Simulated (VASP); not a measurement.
Here is a VASP 6.6.1 calculation.

INCAR

```
  PREC = Accurate
  ENCUT = 520
  EDIFF = 1E-7
  ISMEAR = 0
  SIGMA = 0.1
  LREAL = F
  LASPH = T
  NELM = 100
  ALGO = Normal
  ISIF = 2
  LWAVE = F
  LCHARG = T
  GGA = PE
  LELF = T
  LVHAR = T
  NBANDS = 38
```

The input KPOINTS:

```
Automatic mesh
0
Gamma
  12 12 12
```

File POSCAR:

```
W4N
1.0
   -2.0965377088      2.0965377088      3.9655263860
    2.0965377088     -2.0965377088      3.9655263860
    2.0965377088      2.0965377088     -3.9655263860
W N
4 1
Direct
    0.5000000000      0.0000000000      0.5000000000
    0.0000000000      0.5000000000      0.5000000000
    0.2629155706      0.2629155706      0.0000000000
    0.7370844294      0.7370844294      0.0000000000
    0.0000000000      0.0000000000      0.0000000000
```

Potentials or basis: VASP PAW PBE potentials, release 64 (W_sv, N).

The run is started by

```console
$ cat potpaw_PBE.64/W_sv/POTCAR potpaw_PBE.64/N/POTCAR > POTCAR
$ mpirun -np 1 vasp_std > vasp.out
```

(1) Estimate the band gap on the k mesh.

(2) What does it give for the largest force?

(3) Estimate the pressure.

## Answers

(1) zero (an odd number of electrons rules out a gap without spin polarisation).

(2) 0.060 eV/Å.

(3) 0.9 GPa.

Caveat: spin-orbit coupling is left out, which moves the levels of the heavy elements.
